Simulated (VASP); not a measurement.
Set up this calculation in VASP 6.6.1, as the native input.

```yaml
Task: single point
Functional: PBE
Potentials_or_basis: VASP PAW PBE potentials, release 64 (Be, Te, Se)
Cutoff: 520 eV
k_mesh: 3 × 3 × 3
Occupations: gaussian, width 0.15 eV
Spin: no spin polarisation
Dipole_correction: no
Further_INCAR_settings: ALGO = Normal; EDIFF = 1e-07; NBANDS = 21
```

The structure of Be3Te2Se lies in POSCAR:

```
Be3Te2Se
1.0
    5.6082322051      0.0000000000      0.0000000000
   -2.8041161026      4.8568715600      0.0000000000
    0.0000000000      0.0000000000      4.6285466274
Be Te Se
3 2 1
Direct
    0.3333333333      0.6666666667      0.5000000000
    0.6666666667      0.3333333333      0.5000000000
    0.0000000000      0.0000000000      0.5000000000
    0.3333333333      0.6666666667      0.0000000000
    0.6666666667      0.3333333333      0.0000000000
    0.0000000000      0.0000000000      0.0000000000
```

One way to write it, as run:

INCAR

```
  ALGO = Normal
  EDIFF = 1E-7
  ENCUT = 520
  GGA = PE
  ISIF = 2
  ISMEAR = 0
  LASPH = True
  LCHARG = False
  LREAL = False
  LWAVE = False
  NBANDS = 21
  NELM = 100
  PREC = Accurate
  SIGMA = 0.15
```

KPOINTS

```
k-points
0
Gamma
  3 3 3
```

Potentials or basis: VASP PAW PBE potentials, release 64 (Be, Te, Se).

Command:

```console
$ cat potpaw_PBE.64/Be/POTCAR potpaw_PBE.64/Te/POTCAR potpaw_PBE.64/Se/POTCAR > POTCAR
$ mpirun -np 1 vasp_std > vasp.out
```

Results of the run:

```
Pressure               : 0.3 GPa
Band gap on the k mesh : zero (band 12 reaches 7.16 eV, above the bottom of band 13 at 5.10 eV)
```

Caveat: the k points lie up to 0.45 Å⁻¹ apart; spin-orbit coupling is left out, which moves the levels of the heavy elements.

Wall time 10 s on 1 thread of Intel(R) Xeon(R) 6975P-C (Granite Rapids), with other jobs on the host, peak memory 0.24 GiB.
